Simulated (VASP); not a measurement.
# SrTiO3 (Pm-3m) in VASP: settings compared, part 2 of 2

VASP 6.6.1. Earlier steps stand in the parts before.

## 5. Single point, PBEsol

Contents of INCAR:

```
PREC     = Accurate       # precision mode
ENCUT    = 910            # plane-wave cutoff, eV
EDIFF    = 1E-6           # SCF threshold, eV
ISMEAR   = -5             # smearing method
SIGMA    = 0.02           # smearing width, eV
LREAL    = False          # projectors in reciprocal space
LASPH    = True           # aspherical terms in the spheres
NELM     = 120            # most SCF steps
ALGO     = Normal         # electronic algorithm
ISIF     = 2              # what is computed and relaxed
LWAVE    = False          # write WAVECAR
LCHARG   = False          # write CHGCAR
GGA      = PS             # functional
NBANDS   = 28             # bands
GGA_COMPAT= False
```

Contents of KPOINTS:

```
regular mesh
0
Gamma
  8 8 8
```

Contents of POSCAR:

```
SrTiO3
1.0
    3.8911201359      0.0000000000      0.0000000000
    0.0000000000      3.8911201359      0.0000000000
    0.0000000000      0.0000000000      3.8911201359
Sr Ti O
1 1 3
Direct
    0.0000000000      0.0000000000      0.0000000000
    0.5000000000      0.5000000000      0.5000000000
    0.0000000000      0.5000000000      0.5000000000
    0.5000000000      0.0000000000      0.5000000000
    0.5000000000      0.5000000000      0.0000000000
```

Potentials or basis: VASP PAW PBE potentials, release 64 (Sr_sv, Ti_sv, O_h).

Launch:

```console
$ cat potpaw_PBE.64/Sr_sv/POTCAR potpaw_PBE.64/Ti_sv/POTCAR potpaw_PBE.64/O_h/POTCAR > POTCAR
$ mpirun -np 1 vasp_std > vasp.out
```

OUTCAR:

```text
PREC = Accurate
   ENCUT = 910
   EDIFF = 1E-6
   ISMEAR = -5
   LREAL = False
   LASPH = True
   NELM = 120
   ISIF = 2
   GGA = PS

 ion  position               nearest neighbor table
   1  0.000  0.000  0.000-   3 2.75   4 2.75   5 2.75   3 2.75   4 2.75   3 2.75   5 2.75   3 2.75
                             4 2.75   5 2.75   4 2.75   5 2.75   2 3.37   2 3.37   2 3.37   2 3.37
   2  0.500  0.500  0.500-   3 1.95   4 1.95   5 1.95   5 1.95   4 1.95   3 1.95   1 3.37   1 3.37
                             1 3.37   1 3.37   1 3.37   1 3.37   1 3.37   1 3.37
   3  0.000  0.500  0.500-   2 1.95   2 1.95   1 2.75   1 2.75   1 2.75   1 2.75
   4  0.500  0.000  0.500-   2 1.95   2 1.95   1 2.75   1 2.75   1 2.75   1 2.75
   5  0.500  0.500  0.000-   2 1.95   2 1.95   1 2.75   1 2.75   1 2.75   1 2.75

  LATTYP: Found a simple cubic cell.
 ALAT       =     3.8911201359

  Lattice vectors:

 A1 = (   3.8911201359,   0.0000000000,   0.0000000000)
 A2 = (   0.0000000000,   3.8911201359,   0.0000000000)
 A3 = (   0.0000000000,   0.0000000000,   3.8911201359)

Analysis of symmetry for initial positions (statically):
=====================================================================
 Subroutine PRICEL returns:
 Original cell was already a primitive cell.

 Routine SETGRP: Setting up the symmetry group for a
 simple cubic supercell.

 Subroutine GETGRP returns: Found 48 space group operations
 (whereof 48 operations were pure point group operations)
 out of a pool of 48 trial point group operations.

The static configuration has the point symmetry O_h .

Analysis of symmetry for dynamics (positions and initial velocities):
=====================================================================
 Subroutine PRICEL returns:
 Original cell was already a primitive cell.

 Routine SETGRP: Setting up the symmetry group for a
 simple cubic supercell.

 Subroutine GETGRP returns: Found 48 space group operations
 (whereof 48 operations were pure point group operations)
 out of a pool of 48 trial point group operations.

The dynamic configuration has the point symmetry O_h .

 Subroutine INISYM returns: Found 48 space group operations
 (whereof 48 operations are pure point group operations),
 and found     1 'primitive' translations

----------------------------------------------------------------------------------------

                                     Primitive cell

  volume of cell :      58.9147

  direct lattice vectors                    reciprocal lattice vectors
     3.891120136  0.000000000  0.000000000     0.256995406  0.000000000  0.000000000
     0.000000000  3.891120136  0.000000000     0.000000000  0.256995406  0.000000000
     0.000000000  0.000000000  3.891120136     0.000000000  0.000000000  0.256995406

  length of vectors
     3.891120136  3.891120136  3.891120136     0.256995406  0.256995406  0.256995406

  position of ions in fractional coordinates (direct lattice)
     0.000000000  0.000000000  0.000000000
     0.500000000  0.500000000  0.500000000
     0.000000000  0.500000000  0.500000000
     0.500000000  0.000000000  0.500000000
     0.500000000  0.500000000  0.000000000

  ion indices of the primitive-cell ions
   primitive index   ion index
                 1           1
                 2           2
[... 26 lines left out ...]

 Subroutine IBZKPT returns following result:
 ===========================================

 Found     35 irreducible k-points:

 Following reciprocal coordinates:
            Coordinates               Weight
  0.000000  0.000000  0.000000      1.000000
  0.125000  0.000000  0.000000      6.000000
  0.250000  0.000000  0.000000      6.000000
  0.375000  0.000000  0.000000      6.000000
  0.500000  0.000000  0.000000      3.000000
  0.125000  0.125000  0.000000     12.000000
[... 16 lines left out ...]
  0.375000  0.375000  0.125000     24.000000
  0.500000  0.375000  0.125000     24.000000
 [... further k-points ...]
   k-points           NKPTS =     35   k-points in BZ     NKDIM =     35   number of bands    NBANDS=     28
   number of dos      NEDOS =    301   number of ions     NIONS =      5
   total plane-waves  NPLWV =  64000
   dimension x,y,z NGX =    40 NGY =   40 NGZ =   40
   dimension x,y,z NGXF=    80 NGYF=   80 NGZF=   80
   ions per type =               1   1   3
   NGX,Y,Z   is equivalent  to a cutoff of  17.09, 17.09, 17.09 a.u.
   NGXF,Y,Z  is equivalent  to a cutoff of  34.18, 34.18, 34.18 a.u.
 SYSTEM =  unknown system
   PREC   = accura    normal or accurate (medium, high low for compatibility)
   ISTART =      0    job   : 0-new  1-cont  2-samecut
   ICHARG =      2    charge: 1-file 2-atom 10-const
   ISPIN  =      1    spin polarized calculation?
   LNONCOLLINEAR =      F non collinear calculations
   LSORBIT =      F    spin-orbit coupling
   LASPH  =      T    aspherical Exc in radial PAW
   ENCUT  =  910.0 eV  66.88 Ry    8.18 a.u.   9.57  9.57  9.57*2*pi/ulx,y,z
   NELM   =    120;   NELMIN=  2; NELMDL= -5     # of ELM steps
   EDIFF  = 0.1E-05   stopping-criterion for ELM
   LREAL  =      F    real-space projection
   EDIFFG = 0.1E-04   stopping-criterion for IOM
   NSW    =      0    number of steps for IOM
   IBRION =     -1    ionic relax: 0-MD 1-quasi-New 2-CG
   NFREE  =      0    steps in history (QN), initial steepest desc. (CG)
   ISIF   =      2    stress and relaxation
   ISYM   =      2    0-nonsym 1-usesym 2-fastsym
   POTIM  = 0.5000    time-step for ionic-motion
   TEBEG  =    0.0;   TEEND  =   0.0 temperature during run
   PSTRESS=    0.0 pullay stress
   NELECT =      40.0000    total number of electrons
   NUPDOWN=      -1.0000    fix difference up-down
   EMIN   =  10.00;   EMAX   =-10.00  energy-range for DOS
   EFERMI =   0.00;   METHOD = LEGACY
   ISMEAR =    -5;   SIGMA  =   0.02  broadening in eV -4-tet -1-fermi 0-gaus
   EFERMI_NEDOS =   21; number of points for ismear=-14 and -15
   IALGO  =     38    algorithm
   IMIX   =      4    mixing-type and parameters
     AMIX     =   0.40;   BMIX     =  1.00
     AMIX_MAG =   1.60;   BMIX_MAG =  1.00
  volume/ion in A,a.u.               =      11.78        79.52
  Fermi-wavevector in a.u.,A,eV,Ry     =   1.438865  2.719061 28.168602  2.070334
  Thomas-Fermi vector in A             =   2.557785
   LORBIT       =      0    0 simple, 1 ext, 2 COOP (PROOUT), +10 PAW based schemes
   GGA     = PS    functional components
   LHFCALC =     F    Hartree Fock is set to
   AEXX    =    0.0000 exact exchange contribution
   IVDW    =     0    specifies the selected vdW correction
   LEPSILON=     F    determine dielectric tensor
   LRPA    =     F    only Hartree local field effects (RPA)
 non-spin polarized calculation
 Fermi weights with tetrahedron method with Bloechl corrections
  energy-cutoff  :      910.00
  volume of cell :       58.91
 maximum number of plane-waves:      3743
 NGX is ok and might be reduce to    40
   NGX = 19   NGY = 19   NGZ = 19

 number of electron      40.0000007 magnetization

 Free energy of the ion-electron system (eV)
  ---------------------------------------------------
  ext. energy  EPLUGINS =         0.00000000
  ---------------------------------------------------
  free energy    TOTEN  =       -42.03689869 eV

  energy without entropy =      -42.03689869  energy(sigma->0) =      -42.03689869

 E-fermi :   4.5017     XC(G=0): -11.6016

 val. band max:        4.5012799096   @ k =   0.5000   0.5000   0.5000
 cond. band min:       6.3254108740   @ k =   0.0000   0.0000   0.0000
 fundamental gap:      1.8241309644
 Fermi energy:         4.5017373411

 k-point     1 :       0.0000    0.0000    0.0000
  band No.  band energies     occupation
      1     -51.6527      2.00000
      2     -28.1082      2.00000
      3     -28.0218      2.00000
      4     -28.0218      2.00000
      5     -28.0218      2.00000
      6     -12.8950      2.00000
[... 733 lines left out ...]
     27      12.7598      0.00000
     28      13.2672      0.00000

 [... further k-points ...]
[... 5 lines left out ...]
  --------------------------------------------------------------------------------------
  -------------------------------------------------------------------------------------
  Total        0.1281172      0.1281172      0.1281172     -0.0000000     -0.0000000      0.0000000
  in kB        3.4841276      3.4841276      3.4841276     -0.0000000     -0.0000000      0.0000000
  external PRESSURE =       3.4841276 kB  Pullay stress =       0.0000000 kB

 VOLUME and BASIS-vectors are now :
 -----------------------------------------------------------------------------
  energy-cutoff  :      910.00
  volume of cell :       58.91
      direct lattice vectors                 reciprocal lattice vectors
     3.891120136  0.000000000  0.000000000     0.256995406  0.000000000  0.000000000
     0.000000000  3.891120136  0.000000000     0.000000000  0.256995406  0.000000000
     0.000000000  0.000000000  3.891120136     0.000000000  0.000000000  0.256995406

 POSITION                                       TOTAL-FORCE (eV/Angst)
 -----------------------------------------------------------------------------------
      0.00000      0.00000      0.00000         0.000000      0.000000      0.000000
      1.94556      1.94556      1.94556         0.000000      0.000000      0.000000
      0.00000      1.94556      1.94556         0.000000      0.000000      0.000000
      1.94556      0.00000      1.94556         0.000000      0.000000      0.000000
      1.94556      1.94556      0.00000         0.000000      0.000000      0.000000
 -----------------------------------------------------------------------------------
    total drift:                                0.000000      0.000000     -0.000000

  FREE ENERGIE OF THE ION-ELECTRON SYSTEM (eV)
  ---------------------------------------------------
  free  energy   TOTEN  =       -42.0368986898 eV

  energy  without entropy=      -42.0368986898  energy(sigma->0) =      -42.03689869
```

It took 1.9 min on 1 thread of Intel Xeon Platinum 8259CL at 2.50GHz (Skylake/Cascade Lake), shared host; peak memory 0.33 GiB.

What came out:

| Property | Result |
| --- | --- |
| Free energy | -42.0369 eV |
| Pressure | 0.3 GPa |
| Band gap on the k mesh | 1.82 eV, indirect (least direct gap 2.17 eV) |

Caveat: the cutoff is under 1.25 times the usual one of these potentials, so pressure, stress and relaxed cells hold a basis-set (Pulay) error; the PAW data sets were made with another functional, which shifts forces and pressure a little. PBEsol gaps usually lie below the measured ones, often by a third to a half.

## 6. Summary

| level | potentials or basis | U | cutoff (eV) | smearing | second run | gap on the mesh (eV) | pressure (GPa) |
| --- | --- | --- | --- | --- | --- | --- | --- |
| PBEsol | VASP PAW PBE potentials, release 64 (Sr_sv, Ti_sv, O) | - | 520 | gaussian 0.02 eV | - | 1.82 | 0.7 |
| PBEsol+U | VASP PAW PBE potentials, release 64 (Sr_sv, Ti_sv, O) | Ti d U = 1.0 eV | 520 | gaussian 0.02 eV | - | 1.94 | 1.7 |
| PBEsol | VASP PAW PBE potentials, release 64 (Sr_sv, Ti_sv, O_h) | - | 910 | tetrahedron | hard_potentials | 1.82 | 0.3 |

Alike in all rows: task single point; no spin polarisation; cell as given; k mesh 8 × 8 × 8.

Caveats: the PAW data sets were made with another functional, which shifts forces and pressure a little; the cutoff is under 1.25 times the usual one of these potentials, so pressure, stress and relaxed cells hold a basis-set (Pulay) error (some runs).

Total energies depend on the potentials used, so only differences within one code and one set of settings carry meaning.
